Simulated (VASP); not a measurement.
Write the native input for VASP 6.6.1 that does the following.

```
Task                   : single point
Functional             : PBEsol
Potentials or basis    : VASP PAW PBE potentials, release 64 (Ru_pv, W_sv, S)
Cutoff                 : 520 eV
k mesh                 : 3 × 3 × 2
Occupations            : gaussian, width 0.05 eV
Spin                   : collinear spin, ferromagnetic start
Starting moments       : [2.0, 0.0, 0.0, 0.0, 0.0, 0.0, 0.0, 0.0, 0.0, 0.0, 0.0, 0.0, 0.0, 0.0, 0.0, 0.0, 0.0, 0.0, 0.0, 0.0, 0.0, 0.0, 0.0, 0.0] μB
Fixed moment           : 2 μB
Hubbard terms          : Ru d U = 2.0 eV
Dipole correction      : no
Further INCAR settings : LREAL = Auto; ALGO = Normal; EDIFF = 1e-07; NBANDS = 126
```

The structure of RuW7S16 lies in POSCAR:

```
RuW7S16
1.0
    6.3064000000      0.0000000000      0.0000000000
   -3.1532000000      5.4615026000      0.0000000000
    0.0000000000      0.0000000000     12.3230000000
Ru W S
1 7 16
Direct
    0.1919375485      0.3812914823      0.2503727827
    0.1609918993      0.8176699247      0.2503426283
    0.6625197763      0.3216963756      0.2503432791
    0.6595185057      0.8174499737      0.2503463566
    0.3349836138      0.1672688404      0.7503563673
    0.3351423891      0.6672997351      0.7503561173
    0.8352751760      0.1672657648      0.7503561708
    0.8348162654      0.6666436942      0.7503555380
    0.1685397175      0.3340871035      0.6234789236
    0.1682348090      0.8340369164      0.6234718005
    0.6680771818      0.3331594399      0.6232837412
    0.6687838206      0.8340294753      0.6234715965
    0.3165817562      0.1660269149      0.1298375248
    0.3425980897      0.6823218762      0.1172837775
    0.8523157259      0.1656899040      0.1297936517
    0.8258654951      0.6486384353      0.1240156669
    0.1685390626      0.3340873518      0.8772335502
    0.1682344697      0.8340353127      0.8772407256
    0.6680785522      0.3331612603      0.8774282561
    0.6687827942      0.8340291830      0.8772401603
    0.3166061732      0.1660254562      0.3708605871
    0.3426547125      0.6824474654      0.3834340133
    0.8522750799      0.1656869564      0.3709130625
    0.8258680481      0.6486343243      0.3766657796
```

One way to write it, as run:

INCAR

```
PREC = Accurate
ENCUT = 520
EDIFF = 1E-7
ISMEAR = 0
SIGMA = 0.05
LREAL = Auto
LASPH = T
NELM = 150
ALGO = Normal
ISIF = 2
LWAVE = F
LCHARG = T
ISPIN = 2
MAGMOM = 2 0 0 0 0 0 0 0 0 0 0 0 0 0 0 0 0 0 0 0 0 0 0 0
LORBIT = 11
NUPDOWN = 2.0
LMAXMIX = 4
LDAU = T
LDAUTYPE = 2
LDAUL = 2 -1 -1
LDAUU = 2 0 0
LDAUJ = 0 0 0
LDAUPRINT = 1
GGA = PS
LELF = T
LVHAR = T
NBANDS = 126
LUSENCCL = F
```

KPOINTS

```
Automatic mesh
0
Gamma
  3 3 2
```

Potentials or basis: VASP PAW PBE potentials, release 64 (Ru_pv, W_sv, S).

Launch:

```bash
$ cat potpaw_PBE.64/Ru_pv/POTCAR potpaw_PBE.64/W_sv/POTCAR potpaw_PBE.64/S/POTCAR > POTCAR
$ mpirun -np 1 vasp_std > vasp.out
```

It gave:

| Item | Value |
| --- | --- |
| Pressure | 0.9 GPa |
| Largest force | 0.784 eV/Å |
| Net moment | 2.00 μB per cell |
| Site moments | Ru +0.82; W +0.18, +0.11, +0.01, +0.02 (each value once); S +0.00, +0.06, +0.02 (each value once) μB |
| Valence electrons inside the program's atomic spheres | Ru 12.76; W 12.07, 12.08 (each value once); S 3.70, 3.67, 3.68 (each value once) |

Caveat: the k points lie up to 0.38 Å⁻¹ apart; the PAW data sets were made with another functional, which shifts forces and pressure a little; the total moment is fixed, so each spin has its own Fermi level and the state may be an excited one.

It took 6.4 min on 1 × NVIDIA H100 80GB with 1 thread of AMD EPYC 7R13 Processor (Zen 3) (shared host), peak memory 1.9 GiB.
